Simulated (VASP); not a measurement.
# AlGa3N4 (P1) in VASP: single point with PBEsol

Aim: the single point of AlGa3N4 with PBEsol.

Everything below comes from runs of VASP 6.6.1. Logs are shortened: lines on timing, memory, paths and dates and some standing lists are left out, and cuts for length are marked.

## (1) The cell of the first run

The typed cell holds 8 atoms: a = 5.142 Å, b = 3.165 Å, c = 5.478 Å, α = 90.00°, β = 90.04°, γ = 90.00°.

## (2) Single point, PBEsol (atom 4 (Ga) moved -0.338 Å along Cartesian [1 -1 0])

INCAR reads:

```
SYSTEM = AlGa3N4
ALGO = Normal
EDIFF = 1E-6
ENCUT = 520
GGA = PS
ISIF = 2
ISMEAR = 0
LASPH = .TRUE.
LCHARG = .FALSE.
LREAL = .FALSE.
LWAVE = .FALSE.
NBANDS = 41
NELM = 60
PREC = Accurate
SIGMA = 0.05
```

KPOINTS reads:

```
k-points
0
G
  6 8 6
  0 0 0
```

POSCAR reads:

```
AlGa3N4
1.0
    5.1423512025      0.0000000000      0.0001215039
    0.0000000000      3.1649848011      0.0000000000
   -0.0035856884      0.0000000000      5.4784941380
Al Ga N
1 3 4
Direct
    0.0006034235      0.5000000000      0.6673576246
    0.4991167026      0.5000000000      0.3349195796
    0.4990273840      0.0000000000      0.8315570006
    0.9534533340      0.0754027440      0.1661815577
    0.1196687536      0.5000000000      0.3400974151
    0.1176459797      0.0000000000      0.8263760593
    0.6204436392      0.0000000000      0.1662162869
    0.6312323461      0.5000000000      0.6672965055
```

Potentials or basis: VASP PAW PBE potentials, release 64 (Al, Ga_d, N).

The run is started by

```sh
cat potpaw_PBE.64/Al/POTCAR potpaw_PBE.64/Ga_d/POTCAR potpaw_PBE.64/N/POTCAR > POTCAR
mpirun -np 1 vasp_std > vasp.out
```

OUTCAR:

```text
SYSTEM = AlGa3N4
   EDIFF = 1E-6
   ENCUT = 520
   GGA = PS
   ISIF = 2
   ISMEAR = 0
   LASPH = .TRUE.
   LREAL = .FALSE.
   NELM = 60
   PREC = Accurate

 ion  position               nearest neighbor table
   1  0.001  0.500  0.667-   5 1.89   8 1.90   6 1.90   6 1.90   4 3.06   4 3.07
   2  0.499  0.500  0.335-   7 1.94   7 1.94   8 1.94   5 1.95   4 2.85
   3  0.499  0.000  0.832-   7 1.94   8 1.94   8 1.94   6 1.96
   4  0.953  0.075  0.166-   7 1.73   5 1.86   6 2.06   5 2.23   2 2.85   1 3.06   1 3.07
   5  0.120  0.500  0.340-   4 1.86   1 1.89   2 1.95   4 2.23
   6  0.118  0.000  0.826-   1 1.90   1 1.90   3 1.96   4 2.06
   7  0.620  0.000  0.166-   4 1.73   2 1.94   2 1.94   3 1.94
   8  0.631  0.500  0.667-   1 1.90   2 1.94   3 1.94   3 1.94

  LATTYP: Found a simple monoclinic cell.
 ALAT       =     5.1423512039
 B/A-ratio  =     0.6154742598
 C/A-ratio  =     1.0653677849
 COS(beta)  =    -0.0006308743

  Lattice vectors:

 A1 = (   5.1423512025,   0.0000000000,   0.0001215039)
 A2 = (   0.0000000000,   3.1649848011,   0.0000000000)
 A3 = (  -0.0035856884,   0.0000000000,   5.4784941380)

Analysis of symmetry for initial positions (statically):
=====================================================================
 Subroutine PRICEL returns:
 Original cell was already a primitive cell.

 Routine SETGRP: Setting up the symmetry group for a
 simple monoclinic supercell.

 Subroutine GETGRP returns: Found  1 space group operations
 (whereof  1 operations were pure point group operations)
 out of a pool of  4 trial point group operations.

The static configuration has the point symmetry C_1 .

Analysis of symmetry for dynamics (positions and initial velocities):
=====================================================================
 Subroutine PRICEL returns:
 Original cell was already a primitive cell.

 Routine SETGRP: Setting up the symmetry group for a
 simple monoclinic supercell.

 Subroutine GETGRP returns: Found  1 space group operations
 (whereof  1 operations were pure point group operations)
 out of a pool of  4 trial point group operations.

The dynamic configuration has the point symmetry C_1 .

 Subroutine INISYM returns: Found  1 space group operations
 (whereof  1 operations are pure point group operations),
 and found     1 'primitive' translations

----------------------------------------------------------------------------------------

                                     Primitive cell

  volume of cell :      89.1650

  direct lattice vectors                    reciprocal lattice vectors
     5.142351203  0.000000000  0.000121504     0.194463572  0.000000000  0.000127277
     0.000000000  3.164984801  0.000000000     0.000000000  0.315957283  0.000000000
    -0.003585688  0.000000000  5.478494138    -0.000004313  0.000000000  0.182531907

  length of vectors
     5.142351204  3.164984801  5.478495311     0.194463614  0.315957283  0.182531907

  position of ions in fractional coordinates (direct lattice)
     0.000603424  0.500000000  0.667357625
     0.499116703  0.500000000  0.334919580
     0.499027384  0.000000000  0.831557001
     0.953453334  0.075402744  0.166181558
     0.119668754  0.500000000  0.340097415
     0.117645980  0.000000000  0.826376059
     0.620443639  0.000000000  0.166216287
     0.631232346  0.500000000  0.667296505

  ion indices of the primitive-cell ions
   primitive index   ion index
                 1           1
                 2           2
                 3           3
                 4           4
                 5           5
                 6           6
                 7           7
                 8           8

----------------------------------------------------------------------------------------

 KPOINTS: k-points

Automatic generation of k-mesh.
 Grid dimensions read from file:
 generate k-points for:    6    8    6

 Generating k-lattice:

  Cartesian coordinates                     Fractional coordinates (reciprocal lattice)
     0.032410595  0.000000000  0.000021213     0.166666667  0.000000000 -0.000000000
     0.000000000  0.039494660  0.000000000     0.000000000  0.125000000  0.000000000
    -0.000000719  0.000000000  0.030421985     0.000000000  0.000000000  0.166666667

  Length of vectors
     0.032410602  0.039494660  0.030421985

  Shift w.r.t. Gamma in fractional coordinates (k-lattice)
     0.000000000  0.000000000  0.000000000

 Subroutine IBZKPT returns following result:
 ===========================================

 Found    148 irreducible k-points:

 Following reciprocal coordinates:
            Coordinates               Weight
  0.000000  0.000000  0.000000      1.000000
  0.166667  0.000000 -0.000000      2.000000
  0.333333  0.000000  0.000000      2.000000
  0.500000  0.000000 -0.000000      1.000000
  0.000000  0.125000  0.000000      2.000000
  0.166667  0.125000 -0.000000      2.000000
[... 16 lines left out ...]
  0.000000  0.500000  0.000000      1.000000
  0.166667  0.500000 -0.000000      2.000000
 [... further k-points ...]
   k-points           NKPTS =    148   k-points in BZ     NKDIM =    148   number of bands    NBANDS=     41
   number of dos      NEDOS =    301   number of ions     NIONS =      8
   total plane-waves  NPLWV =  40320
   dimension x,y,z NGX =    40 NGY =   24 NGZ =   42
   dimension x,y,z NGXF=    80 NGYF=   48 NGZF=   84
   ions per type =               1   3   4
   NGX,Y,Z   is equivalent  to a cutoff of  12.93, 12.61, 12.74 a.u.
   NGXF,Y,Z  is equivalent  to a cutoff of  25.86, 25.21, 25.49 a.u.
 SYSTEM =  AlGa3N4
   PREC   = accura    normal or accurate (medium, high low for compatibility)
   ISTART =      0    job   : 0-new  1-cont  2-samecut
   ICHARG =      2    charge: 1-file 2-atom 10-const
   ISPIN  =      1    spin polarized calculation?
   LNONCOLLINEAR =      F non collinear calculations
   LSORBIT =      F    spin-orbit coupling
   LASPH  =      T    aspherical Exc in radial PAW
   ENCUT  =  520.0 eV  38.22 Ry    6.18 a.u.   9.56  5.88 10.19*2*pi/ulx,y,z
   NELM   =     60;   NELMIN=  2; NELMDL= -5     # of ELM steps
   EDIFF  = 0.1E-05   stopping-criterion for ELM
   LREAL  =      F    real-space projection
   EDIFFG = 0.1E-04   stopping-criterion for IOM
   NSW    =      0    number of steps for IOM
   IBRION =     -1    ionic relax: 0-MD 1-quasi-New 2-CG
   NFREE  =      0    steps in history (QN), initial steepest desc. (CG)
   ISIF   =      2    stress and relaxation
   ISYM   =      2    0-nonsym 1-usesym 2-fastsym
   POTIM  = 0.5000    time-step for ionic-motion
   TEBEG  =    0.0;   TEEND  =   0.0 temperature during run
   PSTRESS=    0.0 pullay stress
   NELECT =      62.0000    total number of electrons
   NUPDOWN=      -1.0000    fix difference up-down
   EMIN   =  10.00;   EMAX   =-10.00  energy-range for DOS
   EFERMI =   0.00;   METHOD = LEGACY
   ISMEAR =     0;   SIGMA  =   0.05  broadening in eV -4-tet -1-fermi 0-gaus
   EFERMI_NEDOS =   21; number of points for ismear=-14 and -15
   IALGO  =     38    algorithm
   IMIX   =      4    mixing-type and parameters
     AMIX     =   0.40;   BMIX     =  1.00
     AMIX_MAG =   1.60;   BMIX_MAG =  1.00
  volume/ion in A,a.u.               =      11.15        75.21
  Fermi-wavevector in a.u.,A,eV,Ry     =   1.450354  2.740771 28.620199  2.103525
  Thomas-Fermi vector in A             =   2.567975
   LORBIT       =      0    0 simple, 1 ext, 2 COOP (PROOUT), +10 PAW based schemes
   GGA     = PS    functional components
   LHFCALC =     F    Hartree Fock is set to
   AEXX    =    0.0000 exact exchange contribution
   IVDW    =     0    specifies the selected vdW correction
   LEPSILON=     F    determine dielectric tensor
   LRPA    =     F    only Hartree local field effects (RPA)
 non-spin polarized calculation
 Gauss-broadening in eV      SIGMA  =   0.05
  energy-cutoff  :      520.00
  volume of cell :       89.17
 maximum number of plane-waves:      2426
 NGX is ok and might be reduce to    40
   NGX = 19   NGY = 11   NGZ = 21

 number of electron      61.9999981 magnetization

 Free energy of the ion-electron system (eV)
  ---------------------------------------------------
  ext. energy  EPLUGINS =         0.00000000
  ---------------------------------------------------
  free energy    TOTEN  =       -54.16538278 eV

  energy without entropy =      -54.16538278  energy(sigma->0) =      -54.16538278

 E-fermi :   5.9431     XC(G=0): -11.7314

 val. band max:        5.7392513011   @ k =   0.0000   0.0000   0.0000
 cond. band min:       7.6894498414   @ k =   0.0000   0.0000   0.0000
 fundamental gap:      1.9501985403
 Fermi energy:         5.9431023225

 k-point     1 :       0.0000    0.0000    0.0000
  band No.  band energies     occupation
      1     -10.9225      2.00000
      2      -9.7361      2.00000
      3      -9.1355      2.00000
      4      -8.7614      2.00000
      5      -8.0882      2.00000
      6      -8.0322      2.00000
[... 33 lines left out ...]
     40      15.7319      0.00000
     41      15.9084      0.00000

 k-point     2 :       0.1667    0.0000   -0.0000
  band No.  band energies     occupation
      1     -10.8754      2.00000
      2      -9.7067      2.00000
      3      -9.1460      2.00000
      4      -8.7475      2.00000
      5      -8.0861      2.00000
      6      -8.0331      2.00000
[... 33 lines left out ...]
     40      15.7204      0.00000
     41      15.9340      0.00000

 k-point     3 :       0.3333    0.0000    0.0000
  band No.  band energies     occupation
      1     -10.7747      2.00000
      2      -9.6293      2.00000
      3      -9.1835      2.00000
      4      -8.7170      2.00000
      5      -8.0772      2.00000
      6      -8.0359      2.00000
[... 875 lines left out ...]
      2      -9.3831      2.00000
      3      -8.9759      2.00000
      4      -8.6098      2.00000
      5      -7.9827      2.00000
      6      -7.9572      2.00000
[... 33 lines left out ...]
     40      15.1968      0.00000
     41      15.2919      0.00000

 k-point    24 :       0.1667    0.5000   -0.0000
  band No.  band energies     occupation
      1     -10.3675      2.00000
      2      -9.3747      2.00000
      3      -8.9637      2.00000
      4      -8.5865      2.00000
      5      -7.9700      2.00000
      6      -7.9474      2.00000
[... 33 lines left out ...]
     40      14.8755      0.00000
     41      14.9871      0.00000

 [... further k-points ...]

------------------------ aborting loop because EDIFF is reached ----------------------------------------

  FORCE on cell =-STRESS in cart. coord.  units (eV):
  Direction    XX          YY          ZZ          XY          YZ          ZX
  --------------------------------------------------------------------------------------
  -------------------------------------------------------------------------------------
  Total        5.2056444      0.1700928     -0.2215410      1.5217021      0.7435927      0.3875297
  in kB       93.5385240      3.0563415     -3.9807969     27.3429684     13.3613747      6.9633947
  external PRESSURE =      30.8713562 kB  Pullay stress =       0.0000000 kB

 VOLUME and BASIS-vectors are now :
 -----------------------------------------------------------------------------
  energy-cutoff  :      520.00
  volume of cell :       89.17
      direct lattice vectors                 reciprocal lattice vectors
     5.142351203  0.000000000  0.000121504     0.194463572  0.000000000  0.000127277
     0.000000000  3.164984801  0.000000000     0.000000000  0.315957283  0.000000000
    -0.003585688  0.000000000  5.478494138    -0.000004313  0.000000000  0.182531907

 POSITION                                       TOTAL-FORCE (eV/Angst)
 -----------------------------------------------------------------------------------
      0.00071      1.58249      3.65611         0.489832      0.134813     -0.147486
      2.56543      1.58249      1.83492        -1.357596      0.146063      0.283459
      2.56319      0.00000      4.55574        -0.799109     -0.021470     -0.235588
      4.90240      0.23865      0.91054         5.650409     -1.563913     -0.457234
      0.61416      1.58249      1.86324        -0.217900      1.298089      0.160697
      0.60201      0.00000      4.52731        -0.404380      0.249469      0.439833
      3.18994      0.00000      0.91069        -3.353023     -0.247501     -0.064837
      3.24363      1.58249      3.65586        -0.008233      0.004450      0.021157
 -----------------------------------------------------------------------------------
    total drift:                               -0.000531     -0.000372     -0.000316

  FREE ENERGIE OF THE ION-ELECTRON SYSTEM (eV)
  ---------------------------------------------------
  free  energy   TOTEN  =       -54.1653827754 eV

  energy  without entropy=      -54.1653827754  energy(sigma->0) =      -54.16538278
```

It took 7.5 min on 1 thread of Intel Xeon Platinum 8259CL at 2.50GHz (Skylake/Cascade Lake), shared host; peak memory 0.5 GiB.

Results:

| Item | Value |
| --- | --- |
| Free energy | -54.1654 eV |
| Pressure | 3.1 GPa |
| Largest force | 5.881 eV/Å |
| Band gap on the k mesh | 1.95 eV |

Forces in eV/Å, atoms in the order of the input:
```
Al   0.490  0.135 -0.147
Ga  -1.358  0.146  0.283
Ga  -0.799 -0.021 -0.236
Ga   5.650 -1.564 -0.457
N   -0.218  1.298  0.161
N   -0.404  0.249  0.440
N   -3.353 -0.248 -0.065
N   -0.008  0.004  0.021
```

Levels at points of the mesh, in eV from the valence-band top:
| k point | band 28 | band 29 | band 30 | band 31 | band 32 | band 33 | band 34 | band 35 |
| --- | --- | --- | --- | --- | --- | --- | --- | --- |
| (0.00, 0.00, 0.00) | -0.95 | -0.56 | -0.30 | 0.00 | 1.95 | 4.42 | 4.63 | 5.25 |
| (0.50, 0.00, 0.00) | -1.10 | -1.06 | -0.75 | -0.19 | 3.66 | 4.08 | 4.21 | 4.91 |
| (0.00, 0.50, 0.00) | -2.49 | -2.23 | -2.11 | -1.93 | 4.74 | 5.19 | 6.45 | 6.69 |
| (0.50, 0.50, 0.00) | -1.98 | -1.95 | -1.72 | -1.66 | 5.04 | 5.41 | 5.81 | 5.86 |
| (0.00, 0.00, 0.50) | -1.29 | -1.08 | -0.88 | -0.17 | 4.18 | 4.31 | 5.78 | 6.13 |
| (0.50, 0.00, 0.50) | -2.00 | -1.67 | -1.47 | -0.58 | 4.64 | 5.06 | 5.14 | 5.37 |
| (0.00, 0.50, 0.50) | -2.78 | -2.51 | -1.13 | -0.80 | 4.45 | 4.70 | 5.01 | 5.44 |
| (0.50, 0.50, 0.50) | -1.92 | -1.86 | -1.79 | -1.37 | 3.64 | 4.04 | 4.15 | 4.45 |

Caveat: the cell differs from its parent crystal (atom 4 (Ga) moved -0.338 Å along Cartesian [1 -1 0]); the cell stands under pressure; the PAW data sets were made with another functional, which shifts forces and pressure a little.
